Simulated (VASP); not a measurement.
Wanted: the native input for a VASP 6.6.1 run.

* Task: relaxation of cell and atoms
* Functional: PBE
* Potentials or basis: VASP PAW PBE potentials, release 64 (As, Ir)
* Cutoff: 600 eV
* k mesh: 12 × 12 × 4
* Occupations: gaussian, width 0.1 eV
* Spin: no spin polarisation
* Dipole correction: no
* Further INCAR settings: ALGO = Fast; EDIFF = 1e-06; IBRION = 2; EDIFFG = -0.01; NSW = 100; ISIF = 3

The structure of AsIr2 lies in POSCAR:

```
AsIr2
1.0
    2.9316105953      0.0000000000      0.0000000000
   -1.4658052976      2.5388492495      0.0000000000
    0.0000000000      0.0000000000     12.2378171272
As Ir
2 4
Direct
    0.3333333333      0.6666666667      0.2500000000
    0.6666666667      0.3333333333      0.7500000000
    0.3333333333      0.6666666667      0.5938800526
    0.6666666667      0.3333333333      0.0938800526
    0.3333333333      0.6666666667      0.9061199474
    0.6666666667      0.3333333333      0.4061199474
```

These files were run (other wordings do the same):

INCAR

```
SYSTEM = AsIr2
ALGO = Fast ; EDIFF = 1E-6
EDIFFG = -0.01 ; ENCUT = 600
GGA = PE ; IBRION = 2
ISIF = 3 ; ISMEAR = 0
LASPH = .True. ; LCHARG = .False.
LREAL = .False. ; LWAVE = .False.
NELM = 80 ; NSW = 100
PREC = Accurate ; SIGMA = 0.1
```

KPOINTS

```
k-points
0
Gamma
  12 12 4
  0 0 0
```

Potentials or basis: VASP PAW PBE potentials, release 64 (As, Ir).

Launch:

```bash
$ cat potpaw_PBE.64/As/POTCAR potpaw_PBE.64/Ir/POTCAR > POTCAR
$ mpirun -np 1 vasp_std > vasp.out
```

Results of the run:

* Relaxed volume: 15.17 Å³/atom
* Relaxed cell: a = 2.886 Å, b = 2.886 Å, c = 12.619 Å, α = 90.00°, β = 90.00°, γ = 120.00°
* Space group after relaxing (to 0.1 Å): P6_3/mmc (No. 194)
* Energy gained by relaxing: 7.9 meV/atom
* Ionic steps: 12
* Pressure after relaxing: 0.0 GPa
* Largest force after relaxing: 0.006 eV/Å
* Band gap on the k mesh: zero (bands 23 and 24 overlap by 1.30 eV)

Caveat: spin-orbit coupling is left out, which moves the levels of the heavy elements.

It took 11 min on 1 thread of Intel(R) Xeon(R) 6975P-C (Granite Rapids), on a shared host, peak memory 0.36 GiB.
